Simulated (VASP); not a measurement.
Crystal: ZrC.

```
Zr C
1.0
     0.00000    2.36500    2.36500
     2.36500    0.00000    2.36500
     2.36500    2.36500    0.00000
Zr C
1 1
Direct
  0.50000 0.50000 0.50000
  0.00000 0.00000 0.00000
```

```yaml
Program: VASP 6.6.1
Task: relaxation of cell and atoms
Functional: PBEsol
Potentials_or_basis: VASP PAW PBE potentials, release 64 (Zr_sv, C)
Cutoff: 600 eV
k_mesh: 18 × 18 × 18
Occupations: fermi-dirac, width 0.1 eV
Spin: no spin polarisation
```

At the start: pressure -8.2 GPa; volume 13.23 Å³/atom.

Q: Where does the relaxation end?

A: Over 4 steps the energy falls by 12.9 meV/atom and the volume is 12.74 Å³/atom (-3.7 %); space group Fm-3m (No. 225, to 0.1 Å) before and after.

Step by step:
```
step  energy change (eV)  largest force (eV/Å)  pressure (GPa)  volume (Å³)
   1              0.0000                0.0000           -8.21        26.46
   2              0.0496                0.0000           16.59        23.94
   3             -0.0258                0.0000           -0.16        25.50
   4             -0.0259                0.0000            0.01        25.48
```

Final structure:
```xyz
2
Lattice="0.0000 2.3355 2.3355 2.3355 0.0000 2.3355 2.3355 2.3355 0.0000" Properties=species:S:1:pos:R:3 pbc="T T T"
Zr    2.3355    2.3355    2.3355
C     0.0000    0.0000    0.0000
```

Caveat: the PAW data sets were made with another functional, which shifts forces and pressure a little.
